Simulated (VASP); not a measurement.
The system is Sn3Bi.

```xyz
4
Lattice="0.0000 3.8490 3.8490 3.8490 0.0000 3.8490 3.8490 3.8490 0.0000" Properties=species:S:1:pos:R:3 pbc="T T T"
Sn    0.0000    0.0000    0.0000
Sn    1.9245    1.9245    1.9245
Sn    5.7735    5.7735    5.7735
Bi    3.8490    3.8490    3.8490
```

```yaml
Program: VASP 6.6.1
Task: relaxation of cell and atoms
Functional: PBEsol
Potentials_or_basis: VASP PAW PBE potentials, release 64 (Sn_d, Bi_d)
Cutoff: 600 eV
k_mesh: 10 × 10 × 10
Occupations: gaussian, width 0.1 eV
Spin: no spin polarisation
```

At the start: pressure -2.1 GPa; volume 28.51 Å³/atom.

Task: How do energy, volume and symmetry change on relaxing?

Result: Over 10 steps the energy falls by 7.7 meV/atom and the volume is 27.38 Å³/atom (-4.0 %); space group Fm-3m (No. 225, to 0.1 Å) before and after.

The path:
| step | energy change (eV) | largest force (eV/Å) | pressure (GPa) | volume (Å³) |
| --- | --- | --- | --- | --- |
| 1 | 0.0000 | 0.0000 | -2.11 | 114.05 |
| 2 | -0.0268 | 0.0000 | 0.81 | 107.97 |
| 3 | -0.0308 | 0.0000 | 0.08 | 109.51 |
| 4 | -0.0308 | 0.0000 | -0.11 | 109.67 |
| 5 | -0.0308 | 0.0000 | -0.08 | 109.65 |
| 6 | -0.0308 | 0.0000 | -0.03 | 109.62 |
| 7 | -0.0308 | 0.0000 | -0.09 | 109.62 |
| 8 | -0.0308 | 0.0000 | -0.06 | 109.61 |
| 9 | -0.0308 | 0.0000 | -0.05 | 109.58 |
| 10 | -0.0308 | 0.0000 | 0.03 | 109.53 |

Final structure:
```xyz
4
Lattice="0.0000 3.7975 3.7975 3.7975 0.0000 3.7975 3.7975 3.7975 0.0000" Properties=species:S:1:pos:R:3 pbc="T T T"
Sn    0.0000    0.0000    0.0000
Sn    1.8988    1.8988    1.8988
Sn    5.6963    5.6963    5.6963
Bi    3.7975    3.7975    3.7975
```

Caveat: the PAW data sets were made with another functional, which shifts forces and pressure a little.
